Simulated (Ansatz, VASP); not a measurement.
Al3Au in VASP and in Ansatz

Contents of INCAR:

```
SYSTEM = Al3Au
ALGO = Normal
EDIFF = 1E-6
ENCUT = 520
GGA = CA
ISIF = 2
ISMEAR = -1
LASPH = .TRUE.
LCHARG = .TRUE.
LELF = .TRUE.
LREAL = .FALSE.
LVHAR = .TRUE.
LWAVE = .FALSE.
NBANDS = 18
NELM = 100
PREC = Accurate
SIGMA = 0.05
```

KPOINTS

```
k-points
0
G
  9 9 9
  0 0 0
```

File POSCAR:

```
Al3Au
1.0
   -2.0253330000      2.0253330000      4.0566000000
    2.0253330000     -2.0253330000      4.0566000000
    2.0253330000      2.0253330000     -4.0566000000
Au Al
1 3
Direct
    0.0000000000      0.0000000000      0.0000000000
    0.5000000000      0.5000000000      0.0000000000
    0.2500000000      0.7500000000      0.5000000000
    0.7500000000      0.2500000000      0.5000000000
```

File input.yaml:

```yaml
crystal:
  lattice:
    - [-2.025333, 2.025333, 4.0566]
    - [2.025333, -2.025333, 4.0566]
    - [2.025333, 2.025333, -4.0566]
  atoms:
    - { symbol: Au, position: [0.0, 0.0, 0.0] }
    - { symbol: Al, position: [0.5, 0.5, 0.0] }
    - { symbol: Al, position: [0.25, 0.75, 0.5] }
    - { symbol: Al, position: [0.75, 0.25, 0.5] }
kpoints:
  mp_grid: { grid: [9, 9, 9] }
scf:
  occupations: { method: fermi_dirac, width: 0.05 }
hamiltonian:
  xc: lda
  pseudopotentials: { kind: all_electron, lapw: { basis_error: 0.002 } }
output:
  forces: true
  stress: true
  eigenvalues: true
```

Alike in both runs: task single point; functional LDA; k mesh 9 × 9 × 9; occupations fermi-dirac, width 0.05 eV; no spin polarisation.

|  | VASP | Ansatz |
| --- | --- | --- |
| version | VASP 6.6.1 | Ansatz 0.2.0 |
| potentials or method | VASP PAW LDA potentials, release 64 (Au, Al), cutoff 520 eV | all-electron LAPW, scalar-relativistic |

|  | VASP | Ansatz | Ansatz less VASP |
| --- | --- | --- | --- |
| gap on the k mesh at the Fermi level (eV) | none | none | - |
| pressure (GPa) | -4.8 | -4.9 | -0.17 |
| traceless stress, the component that is largest in VASP (GPa) | -0.32 | -0.31 | +0.012 |

LDA's correlation is that of Perdew and Zunger in VASP and of Perdew and Wang (1992) in Ansatz. A gap of «none» marks a metal or a gap that the smearing closes. Ansatz ran all-electron here, and VASP with PAW potentials.

Neither program's run includes spin-orbit coupling.
